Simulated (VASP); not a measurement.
# HfO2 (Fm-3m) in VASP: further runs, part 2 of 2

VASP 6.6.1. Earlier steps stand in the parts before.

**4. Relaxation of cell and atoms, PBE+D3(BJ)**

This run uses another cell than the first one, of 11.15 Å³/atom, 1.025 times its volume.

Input file INCAR:

```
SYSTEM = HfO2
PREC = Accurate
ENCUT = 600
EDIFF = 1E-6
ISMEAR = 0
SIGMA = 0.02
LREAL = .FALSE.
LASPH = .TRUE.
NELM = 100
ALGO = Normal
ISIF = 3
LWAVE = .FALSE.
LCHARG = .FALSE.
GGA = PE
IVDW = 12
IBRION = 2
NSW = 100
EDIFFG = -0.005
```

Input file KPOINTS:

```
Automatic mesh
0
G
  8 8 8
  0 0 0
```

Input file POSCAR:

```
HfO2
1.0
    0.0000000000      2.5575000000      2.5575000000
    2.5575000000      0.0000000000      2.5575000000
    2.5575000000      2.5575000000      0.0000000000
Hf O
1 2
Direct
    0.0000000000      0.0000000000      0.0000000000
    0.2500000000      0.2500000000      0.2500000000
    0.7500000000      0.7500000000      0.7500000000
```

Potentials or basis: VASP PAW PBE potentials, release 64 (Hf_pv, O).

The run is started by

```bash
> cat potpaw_PBE.64/Hf_pv/POTCAR potpaw_PBE.64/O/POTCAR > POTCAR
> mpirun -np 1 vasp_std > vasp.out
```

OUTCAR:

```text
SYSTEM = HfO2
   PREC = Accurate
   ENCUT = 600
   EDIFF = 1E-6
   ISMEAR = 0
   LREAL = .FALSE.
   LASPH = .TRUE.
   NELM = 100
   ISIF = 3
   GGA = PE
   IVDW = 12
   IBRION = 2
   NSW = 100
   EDIFFG = -0.005
 IVDW          = 12

 ion  position               nearest neighbor table
   1  0.000  0.000  0.000-   3 2.21   3 2.21   3 2.21   2 2.21   3 2.21   2 2.21   2 2.21   2 2.21

   2  0.250  0.250  0.250-   1 2.21   1 2.21   1 2.21   1 2.21
   3  0.750  0.750  0.750-   1 2.21   1 2.21   1 2.21   1 2.21

  LATTYP: Found a face centered cubic cell.
 ALAT       =     5.1150000000

  Lattice vectors:

 A1 = (   0.0000000000,   2.5575000000,   2.5575000000)
 A2 = (   2.5575000000,   0.0000000000,   2.5575000000)
 A3 = (   2.5575000000,   2.5575000000,   0.0000000000)

Analysis of symmetry for initial positions (statically):
=====================================================================
 Subroutine PRICEL returns:
 Original cell was already a primitive cell.

 Routine SETGRP: Setting up the symmetry group for a
 face centered cubic supercell.

 Subroutine GETGRP returns: Found 48 space group operations
 (whereof 48 operations were pure point group operations)
 out of a pool of 48 trial point group operations.

The static configuration has the point symmetry O_h .

[... 160 lines left out ...]
  ext. energy  EPLUGINS =         0.00000000
  ---------------------------------------------------
  free energy    TOTEN  =       -30.23879915 eV

  energy without entropy =      -30.23879915  energy(sigma->0) =      -30.23879915

------------------------ aborting loop because EDIFF is reached ----------------------------------------

 Edisp (eV)   -0.69884

 E8    (eV) :    -0.3050
[... 114 lines left out ...]
--------------------------------------- Ionic step        4  -------------------------------------------

 number of electron      21.9999999 magnetization

 Free energy of the ion-electron system (eV)
  ---------------------------------------------------
  ext. energy  EPLUGINS =         0.00000000
  ---------------------------------------------------
  free energy    TOTEN  =       -30.25025550 eV

  energy without entropy =      -30.25025550  energy(sigma->0) =      -30.25025550

 E-fermi :   4.5440     XC(G=0): -11.9167

 val. band max:        4.4026972923   @ k =   0.5000   0.5000   0.0000
 cond. band min:       8.2457510851   @ k =   0.5000   0.5000   0.0000
 fundamental gap:      3.8430537928
 Fermi energy:         4.5439597393

 k-point     1 :       0.0000    0.0000    0.0000
  band No.  band energies     occupation
      1     -25.2153      2.00000
      2     -25.2153      2.00000
      3     -25.2153      2.00000
      4     -14.4200      2.00000
      5     -11.3142      2.00000
      6      -1.0297      2.00000
      7      -1.0297      2.00000
      8      -1.0297      2.00000
      9       3.7883      2.00000
     10       3.7883      2.00000
     11       3.7883      2.00000
     12       8.3210      0.00000
     13       8.3210      0.00000
     14      10.3591      0.00000
[... 401 lines left out ...]
      2     -25.4015      2.00000
      3     -25.2979      2.00000
      4     -12.7899      2.00000
      5     -12.2096      2.00000
      6      -0.4954      2.00000
      7      -0.1275      2.00000
      8       0.8326      2.00000
      9       2.1588      2.00000
     10       3.0308      2.00000
     11       3.1437      2.00000
     12       9.0607      0.00000
     13       9.4777      0.00000
     14      11.5377      0.00000
     15      12.6308      0.00000

 [... further k-points ...]

------------------------ aborting loop because EDIFF is reached ----------------------------------------

 Edisp (eV)   -0.72980

 E8    (eV) :    -0.3188
[... 26 lines left out ...]
  FREE ENERGIE OF THE ION-ELECTRON SYSTEM (eV)
  ---------------------------------------------------
  free  energy   TOTEN  =       -30.9800512569 eV

  energy  without entropy=      -30.9800512569  energy(sigma->0) =      -30.98005126

 reached required accuracy - stopping structural energy minimisation
```

OSZICAR:

```text
N       E                     dE             d eps       ncg     rms          rms(c)
DAV:   1     0.111708342050E+03    0.11171E+03   -0.13967E+04   870   0.162E+03
DAV:   2    -0.318781776968E+02   -0.14359E+03   -0.13963E+03  1101   0.339E+02
DAV:   3    -0.360430735607E+02   -0.41649E+01   -0.41608E+01  1136   0.570E+01
[... 35 lines left out ...]
DAV:   1    -0.302503247987E+02    0.54703E-03   -0.18754E-03   947   0.421E-01    0.133E-01
DAV:   2    -0.302502658696E+02    0.58929E-04   -0.26429E-04   940   0.125E-01    0.405E-02
DAV:   3    -0.302502569072E+02    0.89624E-05   -0.12739E-05  1017   0.323E-02    0.275E-02
DAV:   4    -0.302502551839E+02    0.17234E-05   -0.68908E-06  1094   0.225E-02    0.196E-02
DAV:   5    -0.302502555046E+02   -0.32074E-06   -0.20072E-07   442   0.384E-03
   4 F= -.30980051E+02 E0= -.30980051E+02  d E =-.424161E-01
```

CONTCAR:

```text
HfO2
   1.00000000000000
     0.0000000000000000    2.5226626613041767    2.5226626613041767
     2.5226626613041767   -0.0000000000000000    2.5226626613041767
     2.5226626613041767    2.5226626613041767   -0.0000000000000000
  Hf              O
     1     2
Direct
     0.0000000000000000    1.0000000000000000    0.0000000000000000
     0.2500000000000000    0.2500000000000000    0.2500000000000000
     0.7500000000000000    0.7500000000000000    0.7500000000000000

  0.00000000E+00  0.00000000E+00  0.00000000E+00
  0.00000000E+00  0.00000000E+00  0.00000000E+00
  0.00000000E+00  0.00000000E+00  0.00000000E+00
```

Run time: 57 s. Hardware: 1 thread of AMD EPYC 7R43 (Zen 3), shared host; peak memory 0.16 GiB.

Results:

| Item | Value |
| --- | --- |
| Free energy | -30.9801 eV |
| Relaxed volume | 10.70 Å³/atom |
| Relaxed cell | a = 3.568 Å, b = 3.568 Å, c = 3.568 Å, α = 60.00°, β = 60.00°, γ = 60.00° |
| Space group after relaxing (to 0.05 Å) | Fm-3m (No. 225) |
| Energy gained by relaxing | 14.1 meV/atom |
| Ionic steps | 4 |
| Pressure after relaxing | 0.1 GPa |
| Band gap on the k mesh | 3.84 eV, direct |
| Dispersion energy per atom | -0.243 eV |

Step by step:
```csv
step,energy change (eV),largest force (eV/Å),pressure (GPa),volume (Å³)
1,0.0000,0.0000,-9.76,33.46
2,0.0527,0.0000,17.48,30.27
3,-0.0424,0.0000,-0.09,32.13
4,-0.0424,0.0000,0.06,32.11
```

Final structure:
```yaml
crystal:
  lattice:
    - [0.00000, 2.52266, 2.52266]
    - [2.52266, 0.00000, 2.52266]
    - [2.52266, 2.52266, 0.00000]
  atoms:
    - { symbol: Hf, position: [0.00000, 0.00000, 0.00000] }
    - { symbol: O, position: [0.25000, 0.25000, 0.25000] }
    - { symbol: O, position: [0.75000, 0.75000, 0.75000] }
```

Levels at points of the mesh, in eV from the valence-band top:
```tsv
k point	band 7	band 8	band 9	band 10	band 11	band 12	band 13	band 14	band 15
(0.00, 0.00, 0.00)	-5.43	-5.43	-0.61	-0.61	-0.61	3.92	3.92	5.96	10.61
(0.50, 0.00, 0.00)	-4.38	-3.07	-2.76	-1.85	-1.85	4.67	4.67	7.13	9.12
(0.50, 0.50, 0.00)	-3.49	-3.49	-1.55	-1.55	0.00	3.84	5.58	6.77	8.29
```

Caveat: spin-orbit coupling is left out, which moves the levels of the heavy elements.

**5. Single point, PBEsol+D3(BJ)**

Input file INCAR:

```
SYSTEM = HfO2
  ALGO = Normal
  EDIFF = 1E-6
  ENCUT = 600
  GGA = PS
  GGA_COMPAT = .False.
  ISIF = 2
  ISMEAR = 0
  IVDW = 12
  LASPH = .True.
  LCHARG = .False.
  LREAL = .False.
  LWAVE = .False.
  NBANDS = 18
  NELM = 120
  PREC = Accurate
  SIGMA = 0.02
```

Input file KPOINTS:

```
k-points
0
Gamma
  8 8 8
  0 0 0
```

Input file POSCAR:

```
HfO2
1.0
    0.0000000000      2.5364421924      2.5364421924
    2.5364421924      0.0000000000      2.5364421924
    2.5364421924      2.5364421924      0.0000000000
Hf O
1 2
Direct
    0.0000000000      0.0000000000      0.0000000000
    0.2500000000      0.2500000000      0.2500000000
    0.7500000000      0.7500000000      0.7500000000
```

Potentials or basis: VASP PAW PBE potentials, release 64 (Hf_pv, O).

The run is started by

```bash
> cat potpaw_PBE.64/Hf_pv/POTCAR potpaw_PBE.64/O/POTCAR > POTCAR
> mpirun -np 1 vasp_std > vasp.out
```

OUTCAR:

```text
SYSTEM = HfO2
   EDIFF = 1E-6
   ENCUT = 600
   GGA = PS
   ISIF = 2
   ISMEAR = 0
   IVDW = 12
   LASPH = .True.
   LREAL = .False.
   NELM = 120
   PREC = Accurate
 IVDW          = 12

 ion  position               nearest neighbor table
   1  0.000  0.000  0.000-   3 2.20   3 2.20   3 2.20   2 2.20   3 2.20   2 2.20   2 2.20   2 2.20

   2  0.250  0.250  0.250-   1 2.20   1 2.20   1 2.20   1 2.20
   3  0.750  0.750  0.750-   1 2.20   1 2.20   1 2.20   1 2.20

  LATTYP: Found a face centered cubic cell.
 ALAT       =     5.0728843848

  Lattice vectors:

 A1 = (   0.0000000000,   2.5364421924,   2.5364421924)
 A2 = (   2.5364421924,   0.0000000000,   2.5364421924)
 A3 = (   2.5364421924,   2.5364421924,   0.0000000000)

Analysis of symmetry for initial positions (statically):
=====================================================================
 Subroutine PRICEL returns:
 Original cell was already a primitive cell.

 Routine SETGRP: Setting up the symmetry group for a
 face centered cubic supercell.

 Subroutine GETGRP returns: Found 48 space group operations
 (whereof 48 operations were pure point group operations)
 out of a pool of 48 trial point group operations.

[... 166 lines left out ...]

 val. band max:        4.1145571369   @ k =   0.5000   0.5000   0.0000
 cond. band min:       7.7827537899   @ k =   0.5000   0.5000   0.0000
 fundamental gap:      3.6681966530
 Fermi energy:         4.3140021364

 k-point     1 :       0.0000    0.0000    0.0000
  band No.  band energies     occupation
      1     -25.5177      2.00000
      2     -25.5177      2.00000
      3     -25.5177      2.00000
      4     -14.5614      2.00000
      5     -11.4719      2.00000
      6      -1.2752      2.00000
[... 481 lines left out ...]
      5     -12.3802      2.00000
      6      -0.7767      2.00000
[... 10 lines left out ...]
     17      14.9106      0.00000
     18      16.9958      0.00000

 [... further k-points ...]

------------------------ aborting loop because EDIFF is reached ----------------------------------------

 Edisp (eV)   -0.67947

 E8    (eV) :    -0.4574

  FORCE on cell =-STRESS in cart. coord.  units (eV):
  Direction    XX          YY          ZZ          XY          YZ          ZX
  --------------------------------------------------------------------------------------
  -------------------------------------------------------------------------------------
  Total      -2.35366    -2.35366    -2.35366     0.00000     0.00000     0.00000
  in kB    -115.54449  -115.54449  -115.54449     0.00000     0.00000     0.00000
  external pressure =     -115.54 kB  Pullay stress =        0.00 kB

 VOLUME and BASIS-vectors are now :
 -----------------------------------------------------------------------------
  energy-cutoff  :      600.00
  volume of cell :       32.64
      direct lattice vectors                 reciprocal lattice vectors
     0.000000000  2.536442192  2.536442192    -0.197126511  0.197126511  0.197126511
     2.536442192  0.000000000  2.536442192     0.197126511 -0.197126511  0.197126511
     2.536442192  2.536442192  0.000000000     0.197126511  0.197126511 -0.197126511

 POSITION                                       TOTAL-FORCE (eV/Angst)
 -----------------------------------------------------------------------------------
      0.00000      0.00000      0.00000         0.000000     -0.000000      0.000000
      1.26822      1.26822      1.26822         0.000000      0.000000      0.000000
      3.80466      3.80466      3.80466        -0.000000     -0.000000     -0.000000
 -----------------------------------------------------------------------------------
    total drift:                                0.000000     -0.000000      0.000000

  FREE ENERGIE OF THE ION-ELECTRON SYSTEM (eV)
  ---------------------------------------------------
  free  energy   TOTEN  =       -32.2969172095 eV

  energy  without entropy=      -32.2969172095  energy(sigma->0) =      -32.29691721
```

OSZICAR:

```text
N       E                     dE             d eps       ncg     rms          rms(c)
DAV:   1     0.954765815130E+02    0.95477E+02   -0.13680E+04  1044   0.135E+03
DAV:   2    -0.325482611436E+02   -0.12802E+03   -0.12374E+03  1370   0.297E+02
DAV:   3    -0.368509099806E+02   -0.43026E+01   -0.42884E+01  1214   0.479E+01
DAV:   4    -0.368753470818E+02   -0.24437E-01   -0.24430E-01  1292   0.403E+00
DAV:   5    -0.368754815737E+02   -0.13449E-03   -0.13449E-03  1168   0.285E-01    0.489E+01
DAV:   6    -0.318007119832E+02    0.50748E+01   -0.18170E+01  1074   0.304E+01    0.419E+01
DAV:   7    -0.316700117059E+02    0.13070E+00   -0.65565E-01  1188   0.673E+00    0.286E+01
DAV:   8    -0.316384537822E+02    0.31558E-01   -0.27968E-01  1144   0.476E+00    0.862E+00
DAV:   9    -0.316175717642E+02    0.20882E-01   -0.62302E-02  1116   0.211E+00    0.282E+00
DAV:  10    -0.316174367394E+02    0.13502E-03   -0.29825E-03  1212   0.413E-01    0.179E-01
DAV:  11    -0.316174455362E+02   -0.87968E-05   -0.14545E-04  1142   0.104E-01    0.165E-01
DAV:  12    -0.316174490314E+02   -0.34952E-05   -0.16546E-05  1184   0.288E-02    0.712E-03
DAV:  13    -0.316174494413E+02   -0.40990E-06   -0.58213E-07   924   0.604E-03
   1 F= -.32296917E+02 E0= -.32296917E+02  d E =-.428112E-47
```

stdout:

```text
POSCAR found type information on POSCAR HfO
 POSCAR found :  2 types and       3 ions
 scaLAPACK will be used
 -----------------------------------------------------------------------------
|                                                                             |
|                                                                             |
|     You enforced a specific xc type in the INCAR file but a different       |
|     I HOPE YOU KNOW WHAT YOU ARE DOING!                                     |
|                                                                             |
 -----------------------------------------------------------------------------

 LDA part: xc-table for (Slater+PW92), standard interpolation
 POSCAR, INCAR and KPOINTS ok, starting setup
 FFT: planning ... GRIDC
 FFT: planning ... GRID_SOFT
 FFT: planning ... GRID
 WAVECAR not read
 entering main loop
```

Run time: 11 s. Hardware: 1 thread of Intel Xeon 6975P-C (Granite Rapids), shared host; peak memory 0.19 GiB.

What came out:

- Free energy: -32.2969 eV
- Pressure: -11.6 GPa
- Band gap on the k mesh: 3.67 eV, direct
- Dispersion energy per atom: -0.226 eV

Levels at points of the mesh, in eV from the valence-band top:
```csv
k point,band 7,band 8,band 9,band 10,band 11,band 12,band 13,band 14,band 15,band 16
"(0.00, 0.00, 0.00)",-5.39,-5.39,-0.62,-0.62,-0.62,3.78,3.78,5.63,10.40,10.40
"(0.50, 0.00, 0.00)",-4.35,-3.09,-2.77,-1.85,-1.85,4.52,4.52,6.94,8.84,9.35
"(0.50, 0.50, 0.00)",-3.50,-3.50,-1.54,-1.54,0.00,3.67,5.42,6.58,8.12,8.12
```

Caveat: the PAW data sets were made with another functional, which shifts forces and pressure a little; spin-orbit coupling is left out, which moves the levels of the heavy elements.

**6. Summary**

| task | level | cell | cutoff (eV) | gap on the mesh (eV) | pressure (GPa) |
| --- | --- | --- | --- | --- | --- |
| single point | PBE+D3(BJ) | a = 3.587 Å, angles 60.0°, 3 atoms | 520 | 3.80 | -3.8 |
| relaxation of cell and atoms | PBE+D3(BJ) | relaxed from a = 3.617 Å, angles 60.0°, 3 atoms | 600 | 3.84 | 0.1 |
| single point | PBEsol+D3(BJ) | a = 3.587 Å, angles 60.0°, 3 atoms | 600 | 3.67 | -11.6 |

Alike in all rows: potentials or basis VASP PAW PBE potentials, release 64 (Hf_pv, O); no spin polarisation; k mesh 8 × 8 × 8; smearing gaussian 0.02 eV.

Caveats: spin-orbit coupling is left out, which moves the levels of the heavy elements; the PAW data sets were made with another functional, which shifts forces and pressure a little (some runs).

Total energies depend on the potentials used, so only differences within one code and one set of settings carry meaning.
